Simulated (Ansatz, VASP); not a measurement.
**SnIrS3 in VASP and in Ansatz**

```
Sn Ir S
1.0
     4.42773    0.00000    0.00000
     0.00000    4.42773    0.00000
     0.00000    0.00000    5.73533
Sn Ir S
1 1 3
Direct
  0.00000 0.00000 0.12923
  0.50000 0.50000 0.55302
  0.50000 0.50000 0.94119
  0.00000 0.50000 0.41828
  0.50000 0.00000 0.41828
```

Alike in both runs: task relaxation of cell and atoms; functional PBE; k mesh 8 × 8 × 8; occupations gaussian, width 0.1 eV; no spin polarisation.

|  | VASP | Ansatz |
| --- | --- | --- |
| version | VASP 6.6.1 | Ansatz 0.2.0 |
| potentials or method | VASP PAW PBE potentials, release 64 (Sn_d, Ir, S), cutoff 600 eV | scalar-relativistic, plane waves, PAW |
| valence electrons in the cell | 41 | 49 |

```tsv
	VASP	Ansatz	Ansatz less VASP
gap on the k mesh at the Fermi level, each at its own relaxed structure (eV)	none	none	-
relaxed volume (Å³/atom)	22.46	22.41	-0.052
relaxed length of the cell vector where the two differ most in proportion (Å)	5.599	5.584	-0.0146
```

A gap of «none» marks a metal or a gap that the smearing closes. VASP's potentials hold 41 valence electrons a cell and Ansatz's 49, so a difference there can come from the potentials and not from the codes.

Neither program's run includes spin-orbit coupling.
